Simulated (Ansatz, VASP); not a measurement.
## AgPt3: VASP beside Ansatz

File INCAR:

```
SYSTEM = AgPt3
  PREC = Accurate
  ENCUT = 520
  EDIFF = 1E-8
  ISMEAR = -1
  SIGMA = 0.08
  LREAL = .FALSE.
  LASPH = .TRUE.
  NELM = 80
  ALGO = Normal
  ISIF = 2
  LWAVE = .FALSE.
  LCHARG = .FALSE.
  GGA = CA
  LEFG = .TRUE.
  NBANDS = 28
```

The input KPOINTS:

```
regular mesh
0
G
  9 9 9
  0 0 0
```

File POSCAR:

```
AgPt3
1.0
    3.9000000000      0.0000000000      0.0000000000
    0.0000000000      3.9000000000      0.0000000000
    0.0000000000      0.0000000000      3.8220000000
Ag Pt
1 3
Direct
    0.0000000000      0.0000000000      0.0000000000
    0.0000000000      0.5000000000      0.5000000000
    0.5000000000      0.0000000000      0.5000000000
    0.5000000000      0.5000000000      0.0000000000
```

Input for Ansatz:

```yaml
crystal:
  lattice:
    - [3.9, 0.0, 0.0]
    - [0.0, 3.9, 0.0]
    - [0.0, 0.0, 3.822]
  atoms:
    - { symbol: Ag, position: [0.0, 0.0, 0.0] }
    - { symbol: Pt, position: [0.0, 0.5, 0.5] }
    - { symbol: Pt, position: [0.5, 0.0, 0.5] }
    - { symbol: Pt, position: [0.5, 0.5, 0.0] }
kpoints:
  mp_grid: { grid: [9, 9, 9] }
scf:
  occupations: { method: fermi_dirac, width: 0.08 }
hamiltonian:
  xc: lda
  pseudopotentials: { kind: paw }
output:
  forces: true
  stress: true
  eigenvalues: true
  efg: { contact_densities: true }
```

Change from the starting cell: zz strain of -2 %, PAW files.

Alike in both runs: task electric field gradients; functional LDA; k mesh 9 × 9 × 9; occupations fermi-dirac, width 0.08 eV; no spin polarisation.

```csv
,VASP,Ansatz
version,VASP 6.6.1,Ansatz 0.2.0
potentials or method,"VASP PAW LDA potentials, release 64 (Ag, Pt)","PAW with Ansatz's default frozen-core files, scalar-relativistic"
plane-wave cutoff (eV),520,420
valence electrons in the cell,41,73
```

|  | VASP | Ansatz | Ansatz less VASP |
| --- | --- | --- | --- |
| pressure (GPa) | 8.8 | 8.2 | -0.66 |
| traceless stress, the component that is largest in VASP (GPa) | 1.54 | 1.55 | +0.008 |
| size of Vzz on the site where it differs most (V/Å²) | 25.4 | 0.9 | -24.46 |

LDA's correlation is that of Perdew and Zunger in VASP and of Perdew and Wang (1992) in Ansatz. VASP's potentials hold 41 valence electrons a cell and Ansatz's 73, so a difference there can come from the potentials and not from the codes.

Neither program's run includes spin-orbit coupling.
